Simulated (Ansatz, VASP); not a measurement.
# Two plane-wave programs on SiO2

File POSCAR:

```
SiO2
1.0
    5.0090810639      0.0000000000      0.0000000000
   -2.5045405320      4.3379914510      0.0000000000
    0.0000000000      0.0000000000      5.6058285372
Si O
3 6
Direct
    0.0000000000      0.5000000000      0.3333333333
    0.5000000000      0.5000000000      0.6666666667
    0.5000000000      0.0000000000      0.0000000000
    0.5854110037      0.7927055019      0.8333333333
    0.7927055019      0.5854110037      0.5000000000
    0.7927055019      0.2072944981      0.1666666667
    0.4145889963      0.2072944981      0.8333333333
    0.2072944981      0.4145889963      0.5000000000
    0.2072944981      0.7927055019      0.1666666667
```

The input INCAR.step1:

```
PREC     = Accurate       # precision mode
ENCUT    = 520            # plane-wave cutoff, eV
ISMEAR   = 0              # smearing method
SIGMA    = 0.02           # smearing width, eV
LREAL    = F              # projectors in reciprocal space
LASPH    = T              # aspherical terms in the spheres
NELM     = 80             # most SCF steps
NBANDS   = 34             # bands
GGA      = PE             # functional
ALGO     = Normal         # electronic algorithm
EDIFF    = 1E-4           # SCF threshold, eV
LWAVE    = T              # write WAVECAR
LCHARG   = F              # write CHGCAR
```

INCAR.step2

```
PREC     = Accurate       # precision mode
ENCUT    = 520            # plane-wave cutoff, eV
EDIFF    = 1E-6           # SCF threshold, eV
ISMEAR   = 0              # smearing method
SIGMA    = 0.02           # smearing width, eV
LREAL    = F              # projectors in reciprocal space
LASPH    = T              # aspherical terms in the spheres
NELM     = 80             # most SCF steps
ALGO     = Normal         # electronic algorithm
ISIF     = 2              # what is computed and relaxed
LWAVE    = F              # write WAVECAR
LCHARG   = F              # write CHGCAR
METAGGA  = R2SCAN         # meta-GGA
LMIXTAU  = T            
NBANDS   = 34             # bands
ISTART   = 1
```

The input KPOINTS:

```
regular mesh
0
Gamma
  6 6 4
```

Input for Ansatz:

```yaml
crystal:
  lattice:
    - [5.0090810639, 0.0, 0.0]
    - [-2.504540532, 4.337991451, 0.0]
    - [0.0, 0.0, 5.6058285372]
  atoms:
    - { symbol: Si, position: [0.0, 0.5, 0.3333333333] }
    - { symbol: Si, position: [0.5, 0.5, 0.6666666667] }
    - { symbol: Si, position: [0.5, 0.0, 0.0] }
    - { symbol: O, position: [0.5854110037, 0.7927055019, 0.8333333333] }
    - { symbol: O, position: [0.7927055019, 0.5854110037, 0.5] }
    - { symbol: O, position: [0.7927055019, 0.2072944981, 0.1666666667] }
    - { symbol: O, position: [0.4145889963, 0.2072944981, 0.8333333333] }
    - { symbol: O, position: [0.2072944981, 0.4145889963, 0.5] }
    - { symbol: O, position: [0.2072944981, 0.7927055019, 0.1666666667] }
basis:
  ecutwfc: 500
kpoints:
  mp_grid: { grid: [6, 6, 4] }
  band_path: { path: [VBM, CBM], npoints: 2 }
hamiltonian:
  xc: r2scan
scf:
  occupations: { method: gaussian, width: 0.02 }
output:
  forces: true
  stress: true
  eigenvalues: true
checkpoint:
  read: start.run
  write: ck
  compress: false
  write_wavefunctions: false
  write_every: 100000
```

Alike in both runs: task single point; functional r2SCAN; k mesh 6 × 6 × 4; occupations gaussian, width 0.02 eV; no spin polarisation.

|  | VASP | Ansatz |
| --- | --- | --- |
| version | VASP 6.6.1 | Ansatz 0.2.0 |
| potentials or method | VASP PAW PBE potentials, release 64 (Si, O), cutoff 520 eV | scalar-relativistic, plane waves, PAW |
| valence electrons in the cell | 48 | 48 |

VASP gave:

- gap on the k mesh at the Fermi level (eV): 6.30
- least direct gap on the mesh (eV): 6.44
- pressure (GPa): 1.2
- traceless stress, the component that is largest in VASP (GPa): -0.97
- rms of the force components (eV/Å): 0.005

Task: What did Ansatz give for the same quantities?

Result: gap on the k mesh at the Fermi level (eV): 6.30; least direct gap on the mesh (eV): 6.44; pressure (GPa): 1.0; traceless stress, the component that is largest in VASP (GPa): -1.01; rms of the force components (eV/Å): 0.000.

VASP's potentials were made for PBE, not for r2SCAN. Atom by atom the forces differ by 0.005 eV/Å (rms over components).
